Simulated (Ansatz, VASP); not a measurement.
BN in VASP and in Ansatz

INCAR

```
SYSTEM = BN
PREC = Accurate
ENCUT = 520
EDIFF = 1E-6
ISMEAR = 0
SIGMA = 0.05
LREAL = .FALSE.
LASPH = .TRUE.
NELM = 60
ALGO = Normal
ISIF = 2
LWAVE = .FALSE.
LCHARG = .FALSE.
GGA = PS
NBANDS = 16
```

Contents of KPOINTS:

```
Automatic mesh
0
G
  12 12 6
  0 0 0
```

The input POSCAR:

```
BN
1.0
    2.5539396017      0.0000000000      0.0000000000
   -1.2769698009      2.2117765748      0.0000000000
    0.0000000000      0.0000000000      4.2268550000
B N
2 2
Direct
    0.6666666667      0.3333333333      0.9997240000
    0.3333333333      0.6666666667      0.4997240000
    0.6229947227      0.3013632515      0.6489342518
    0.3333333333      0.6666666667      0.1252760000
```

Input for Ansatz:

```yaml
crystal:
  lattice:
    - [2.5539396017, 0.0, 0.0]
    - [-1.2769698009, 2.2117765748, 0.0]
    - [0.0, 0.0, 4.226855]
  atoms:
    - { symbol: B, position: [0.6666666667, 0.3333333333, 0.999724] }
    - { symbol: B, position: [0.3333333333, 0.6666666667, 0.499724] }
    - { symbol: "N", position: [0.6229947227, 0.3013632515, 0.6489342518] }
    - { symbol: "N", position: [0.3333333333, 0.6666666667, 0.125276] }
basis:
  ecutwfc: 650.0
kpoints:
  mp_grid: { grid: [12, 12, 6] }
hamiltonian:
  xc: pbesol
scf:
  occupations: { method: gaussian, width: 0.05 }
output:
  forces: true
  stress: true
  eigenvalues: true
```

Alike in both runs: task single point; functional PBEsol; k mesh 12 × 12 × 6; occupations gaussian, width 0.05 eV; no spin polarisation.

|  | VASP | Ansatz |
| --- | --- | --- |
| version | VASP 6.6.1 | Ansatz 0.2.0 |
| potentials or method | VASP PAW PBE potentials, release 64 (B, N), cutoff 520 eV | scalar-relativistic, plane waves, PAW |
| valence electrons in the cell | 16 | 16 |

Ansatz gave:

```
gap on the k mesh at the Fermi level (eV)                     : 3.81
least direct gap on the mesh (eV)                             : 7.39
pressure (GPa)                                                : -3.3
traceless stress, the component that is largest in VASP (GPa) : -1.75
rms of the force components (eV/Å)                            : 1.430
```

**Question.** Estimate VASP's values.

**Answer.** gap on the k mesh at the Fermi level (eV): 3.80; least direct gap on the mesh (eV): 7.39; pressure (GPa): -2.8; traceless stress, the component that is largest in VASP (GPa): -1.89; rms of the force components (eV/Å): 1.435.

VASP's potentials were made for PBE, not for PBEsol. Atom by atom the forces differ by 0.007 eV/Å (rms over components).
